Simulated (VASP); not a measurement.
# SiC (P6_3mc) in VASP: notebook

Runs on SiC. Level: PBEsol. Tasks: single point.

All numbers are computed with VASP 6.6.1; they aren't measurements. Logs are shortened: lines on timing, memory, paths and dates and some standing lists are left out, and cuts for length are marked.

### 1 The cell of the first run

The structure is hexagonal, space group P6_3mc (No. 186). Conventional cell: a = 3.091 Å, b = 3.091 Å, c = 5.042 Å, α = 90.00°, β = 90.00°, γ = 120.00°. Si (site symmetry 3m) has 4 C at 1.89 to 1.90 Å within 2.5 Å. Within 2.5 Å of C (site symmetry 3m) lie 4 Si at 1.89 to 1.90 Å.

### 2 Single point, PBEsol (film at in-plane strain +0.005)

File INCAR:

```
SYSTEM = SiC
PREC = Accurate ; ENCUT = 520
EDIFF = 1E-6 ; ISMEAR = 0
SIGMA = 0.01 ; LREAL = .False.
LASPH = .True. ; NELM = 60
ALGO = Normal ; ISIF = 2
LWAVE = .False. ; LCHARG = .False.
GGA = PS ; NBANDS = 16
```

File KPOINTS:

```
Automatic mesh
0
Gamma
  8 8 6
  0 0 0
```

File POSCAR:

```
SiC
1.0
    3.0911508166      0.0000000000      0.0000000000
   -1.5455754083      2.6770151341      0.0000000000
    0.0000000000      0.0000000000      5.0424016012
Si C
2 2
Direct
    0.3333333333      0.6666666667      0.0042573171
    0.6666666667      0.3333333333      0.5042573171
    0.3333333333      0.6666666667      0.3807426829
    0.6666666667      0.3333333333      0.8807426829
```

Potentials or basis: VASP PAW PBE potentials, release 64 (Si, C).

The run is started by

```bash
cat potpaw_PBE.64/Si/POTCAR potpaw_PBE.64/C/POTCAR > POTCAR
mpirun -np 1 vasp_std > vasp.out
```

OUTCAR:

```text
SYSTEM = SiC
   PREC = Accurate
   ENCUT = 520
   EDIFF = 1E-6
   ISMEAR = 0
   LREAL = .False.
   LASPH = .True.
   NELM = 60
   ISIF = 2
   GGA = PS

 ion  position               nearest neighbor table
   1  0.333  0.667  0.004-   4 1.89   4 1.89   4 1.89   3 1.90   2 3.09   2 3.09   2 3.09   2 3.09
                             2 3.09   2 3.09
   2  0.667  0.333  0.504-   3 1.89   3 1.89   3 1.89   4 1.90   1 3.09   1 3.09   1 3.09   1 3.09
                             1 3.09   1 3.09
   3  0.333  0.667  0.381-   2 1.89   2 1.89   2 1.89   1 1.90
   4  0.667  0.333  0.881-   1 1.89   1 1.89   1 1.89   2 1.90

  LATTYP: Found a hexagonal cell.
 ALAT       =     3.0911508166
 C/A-ratio  =     1.6312376524

  Lattice vectors:

 A1 = (   3.0911508166,   0.0000000000,   0.0000000000)
 A2 = (  -1.5455754083,   2.6770151341,   0.0000000000)
 A3 = (   0.0000000000,   0.0000000000,   5.0424016012)

Analysis of symmetry for initial positions (statically):
=====================================================================
 Subroutine PRICEL returns:
 Original cell was already a primitive cell.

 Routine SETGRP: Setting up the symmetry group for a
 hexagonal supercell.

 Subroutine GETGRP returns: Found 12 space group operations
 (whereof  6 operations were pure point group operations)
 out of a pool of 24 trial point group operations.

The static configuration has the point symmetry C_3v.
 The point group associated with its full space group is C_6v.

Analysis of symmetry for dynamics (positions and initial velocities):
=====================================================================
 Subroutine PRICEL returns:
 Original cell was already a primitive cell.

 Routine SETGRP: Setting up the symmetry group for a
 hexagonal supercell.

 Subroutine GETGRP returns: Found 12 space group operations
 (whereof  6 operations were pure point group operations)
 out of a pool of 24 trial point group operations.

The dynamic configuration has the point symmetry C_3v.
 The point group associated with its full space group is C_6v.

 Subroutine INISYM returns: Found 12 space group operations
 (whereof  6 operations are pure point group operations),
 and found     1 'primitive' translations

----------------------------------------------------------------------------------------

                                     Primitive cell

  volume of cell :      41.7262

  direct lattice vectors                    reciprocal lattice vectors
     3.091150817  0.000000000  0.000000000     0.323504112  0.186775186  0.000000000
    -1.545575408  2.677015134  0.000000000     0.000000000  0.373550372  0.000000000
     0.000000000  0.000000000  5.042401601     0.000000000  0.000000000  0.198318198

  length of vectors
     3.091150817  3.091150817  5.042401601     0.373550372  0.373550372  0.198318198

  position of ions in fractional coordinates (direct lattice)
     0.333333333  0.666666667  0.004257317
     0.666666667  0.333333333  0.504257317
     0.333333333  0.666666667  0.380742683
     0.666666667  0.333333333  0.880742683

  ion indices of the primitive-cell ions
   primitive index   ion index
                 1           1
                 2           2
                 3           3
                 4           4

----------------------------------------------------------------------------------------

 KPOINTS: Automatic mesh

Automatic generation of k-mesh.
 Grid dimensions read from file:
 generate k-points for:    8    8    6

 Generating k-lattice:

  Cartesian coordinates                     Fractional coordinates (reciprocal lattice)
     0.040438014  0.023346898  0.000000000     0.125000000  0.000000000  0.000000000
     0.000000000  0.046693797  0.000000000     0.000000000  0.125000000  0.000000000
     0.000000000  0.000000000  0.033053033     0.000000000  0.000000000  0.166666667

  Length of vectors
     0.046693797  0.046693797  0.033053033

  Shift w.r.t. Gamma in fractional coordinates (k-lattice)
     0.000000000  0.000000000  0.000000000

 Subroutine IBZKPT returns following result:
 ===========================================

 Found     40 irreducible k-points:

 Following reciprocal coordinates:
            Coordinates               Weight
  0.000000  0.000000  0.000000      1.000000
  0.125000  0.000000  0.000000      6.000000
  0.250000  0.000000  0.000000      6.000000
  0.375000 -0.000000  0.000000      6.000000
  0.500000  0.000000  0.000000      3.000000
  0.125000  0.125000  0.000000      6.000000
[... 16 lines left out ...]
  0.250000  0.000000  0.333333     12.000000
  0.375000 -0.000000  0.333333     12.000000
 [... further k-points ...]
   k-points           NKPTS =     40   k-points in BZ     NKDIM =     40   number of bands    NBANDS=     16
   number of dos      NEDOS =    301   number of ions     NIONS =      4
   total plane-waves  NPLWV =  23040
   dimension x,y,z NGX =    24 NGY =   24 NGZ =   40
   dimension x,y,z NGXF=    48 NGYF=   48 NGZF=   80
   ions per type =               2   2
   NGX,Y,Z   is equivalent  to a cutoff of  12.91, 12.91, 13.19 a.u.
   NGXF,Y,Z  is equivalent  to a cutoff of  25.81, 25.81, 26.38 a.u.
 SYSTEM =  SiC
   PREC   = accura    normal or accurate (medium, high low for compatibility)
   ISTART =      0    job   : 0-new  1-cont  2-samecut
   ICHARG =      2    charge: 1-file 2-atom 10-const
   ISPIN  =      1    spin polarized calculation?
   LNONCOLLINEAR =      F non collinear calculations
   LSORBIT =      F    spin-orbit coupling
   LASPH  =      T    aspherical Exc in radial PAW
   ENCUT  =  520.0 eV  38.22 Ry    6.18 a.u.   5.75  5.75  9.38*2*pi/ulx,y,z
   NELM   =     60;   NELMIN=  2; NELMDL= -5     # of ELM steps
   EDIFF  = 0.1E-05   stopping-criterion for ELM
   LREAL  =      F    real-space projection
   EDIFFG = 0.1E-04   stopping-criterion for IOM
   NSW    =      0    number of steps for IOM
   IBRION =     -1    ionic relax: 0-MD 1-quasi-New 2-CG
   NFREE  =      0    steps in history (QN), initial steepest desc. (CG)
   ISIF   =      2    stress and relaxation
   ISYM   =      2    0-nonsym 1-usesym 2-fastsym
   POTIM  = 0.5000    time-step for ionic-motion
   TEBEG  =    0.0;   TEEND  =   0.0 temperature during run
   PSTRESS=    0.0 pullay stress
   NELECT =      16.0000    total number of electrons
   NUPDOWN=      -1.0000    fix difference up-down
   EMIN   =  10.00;   EMAX   =-10.00  energy-range for DOS
   EFERMI =   0.00;   METHOD = LEGACY
   ISMEAR =     0;   SIGMA  =   0.01  broadening in eV -4-tet -1-fermi 0-gaus
   EFERMI_NEDOS =   21; number of points for ismear=-14 and -15
   IALGO  =     38    algorithm
   IMIX   =      4    mixing-type and parameters
     AMIX     =   0.40;   BMIX     =  1.00
     AMIX_MAG =   1.60;   BMIX_MAG =  1.00
  volume/ion in A,a.u.               =      10.43        70.40
  Fermi-wavevector in a.u.,A,eV,Ry     =   1.189356  2.247558 19.246374  1.414569
  Thomas-Fermi vector in A             =   2.325465
   LORBIT       =      0    0 simple, 1 ext, 2 COOP (PROOUT), +10 PAW based schemes
   GGA     = PS    functional components
   LHFCALC =     F    Hartree Fock is set to
   AEXX    =    0.0000 exact exchange contribution
   IVDW    =     0    specifies the selected vdW correction
   LEPSILON=     F    determine dielectric tensor
   LRPA    =     F    only Hartree local field effects (RPA)
 non-spin polarized calculation
 Gauss-broadening in eV      SIGMA  =   0.01
  energy-cutoff  :      520.00
  volume of cell :       41.73
 maximum number of plane-waves:      1136
 NGX is ok and might be reduce to    24
   NGX = 11   NGY = 11   NGZ = 19

 number of electron      16.0000000 magnetization

 Free energy of the ion-electron system (eV)
  ---------------------------------------------------
  ext. energy  EPLUGINS =         0.00000000
  ---------------------------------------------------
  free energy    TOTEN  =       -31.81805640 eV

  energy without entropy =      -31.81805640  energy(sigma->0) =      -31.81805640

 E-fermi :   8.1645     XC(G=0): -11.4611

 val. band max:        8.0951118065   @ k =   0.0000   0.0000   0.0000
 cond. band min:      10.5241931186   @ k =   0.3750   0.2500   0.0000
 fundamental gap:      2.4290813121
 Fermi energy:         8.1645081900

 k-point     1 :       0.0000    0.0000    0.0000
  band No.  band energies     occupation
      1      -7.4103      2.00000
      2      -3.7936      2.00000
      3      -0.5824      2.00000
      4       6.7494      2.00000
      5       6.7494      2.00000
      6       8.0405      2.00000
[... 8 lines left out ...]
     15      16.9237      0.00000
     16      19.2905      0.00000

 k-point     2 :       0.1250    0.0000    0.0000
  band No.  band energies     occupation
      1      -7.1418      2.00000
      2      -3.5663      2.00000
      3      -0.3358      2.00000
      4       5.3648      2.00000
      5       6.3162      2.00000
      6       7.1333      2.00000
[... 8 lines left out ...]
     15      17.5375      0.00000
     16      17.8179      0.00000

 k-point     3 :       0.2500    0.0000    0.0000
  band No.  band energies     occupation
      1      -6.3537      2.00000
      2      -2.9407      2.00000
      3       0.3383      2.00000
      4       2.9557      2.00000
      5       5.1509      2.00000
      6       5.5438      2.00000
[... 8 lines left out ...]
     15      18.0072      0.00000
     16      18.7406      0.00000

 k-point     4 :       0.3750   -0.0000    0.0000
  band No.  band energies     occupation
      1      -5.1311      2.00000
      2      -2.3093      2.00000
      3       0.4772      2.00000
      4       1.9199      2.00000
      5       3.1066      2.00000
      6       4.9584      2.00000
[... 8 lines left out ...]
     15      19.2066      0.00000
     16      20.0031      0.00000
[... 324 lines left out ...]
 k-point    22 :       0.1250    0.0000    0.3333
  band No.  band energies     occupation
      1      -6.6024      2.00000
      2      -5.0747      2.00000
      3       1.9853      2.00000
      4       5.4662      2.00000
      5       5.8083      2.00000
      6       6.6546      2.00000
[... 8 lines left out ...]
     15      16.6681      0.00000
     16      18.4870      0.00000

 k-point    23 :       0.2500    0.0000    0.3333
  band No.  band energies     occupation
      1      -5.8260      2.00000
      2      -4.3459      2.00000
      3       2.0648      2.00000
      4       3.7832      2.00000
      5       4.0605      2.00000
      6       5.9290      2.00000
[... 8 lines left out ...]
     15      18.2848      0.00000
     16      18.7736      0.00000

 k-point    24 :       0.3750   -0.0000    0.3333
  band No.  band energies     occupation
      1      -4.6351      2.00000
      2      -3.3128      2.00000
      3       0.5182      2.00000
      4       1.7793      2.00000
      5       4.0957      2.00000
      6       5.3659      2.00000
[... 8 lines left out ...]
     15      19.6836      0.00000
     16      19.8725      0.00000

 [... further k-points ...]
[... 5 lines left out ...]
  --------------------------------------------------------------------------------------
  -------------------------------------------------------------------------------------
  Total       -0.6699523     -0.6699523      0.0928138      0.0000000      0.0000000      0.0000000
  in kB      -25.7244450    -25.7244450      3.5638124      0.0000000      0.0000000      0.0000000
  external PRESSURE =     -15.9616925 kB  Pullay stress =       0.0000000 kB

 VOLUME and BASIS-vectors are now :
 -----------------------------------------------------------------------------
  energy-cutoff  :      520.00
  volume of cell :       41.73
      direct lattice vectors                 reciprocal lattice vectors
     3.091150817  0.000000000  0.000000000     0.323504112  0.186775186  0.000000000
    -1.545575408  2.677015134  0.000000000     0.000000000  0.373550372  0.000000000
     0.000000000  0.000000000  5.042401601     0.000000000  0.000000000  0.198318198

 POSITION                                       TOTAL-FORCE (eV/Angst)
 -----------------------------------------------------------------------------------
     -0.00000      1.78468      0.02147         0.000000     -0.000000     -0.000631
      1.54558      0.89234      2.54267        -0.000000      0.000000     -0.000631
     -0.00000      1.78468      1.91986        -0.000000      0.000000      0.000631
      1.54558      0.89234      4.44106         0.000000     -0.000000      0.000631
 -----------------------------------------------------------------------------------
    total drift:                               -0.000000     -0.000000     -0.000097

  FREE ENERGIE OF THE ION-ELECTRON SYSTEM (eV)
  ---------------------------------------------------
  free  energy   TOTEN  =       -31.8180563992 eV

  energy  without entropy=      -31.8180563992  energy(sigma->0) =      -31.81805640
```

It took 22 s on 1 thread of Intel Xeon 8259CL, shared host; peak memory 0.16 GiB.

What came out:

```yaml
Free_energy: -31.8181 eV
Pressure: -1.6 GPa
Band_gap_on_the_k_mesh: 2.43 eV (least direct gap 3.79 eV)
```

Levels at points of the mesh, in eV from the valence-band top:
| k point | band 5 | band 6 | band 7 | band 8 | band 9 | band 10 | band 11 | band 12 |
| --- | --- | --- | --- | --- | --- | --- | --- | --- |
| (0.00, 0.00, 0.00) | -1.35 | -0.05 | 0.00 | 0.00 | 4.59 | 6.16 | 6.51 | 6.51 |
| (0.50, 0.00, 0.00) | -5.43 | -3.35 | -3.30 | -1.18 | 2.60 | 4.17 | 6.74 | 7.01 |
| (0.00, 0.00, 0.50) | -0.73 | -0.73 | -0.73 | -0.73 | 5.70 | 5.70 | 7.20 | 7.20 |
| (0.50, 0.00, 0.50) | -2.46 | -2.46 | -2.29 | -2.29 | 3.18 | 3.18 | 5.15 | 5.15 |

Caveat: the cell differs from its parent crystal (film at in-plane strain +0.005); the PAW data sets were made with another functional, which shifts forces and pressure a little. A k mesh can miss the band edges.

[end of part 1 of 3]
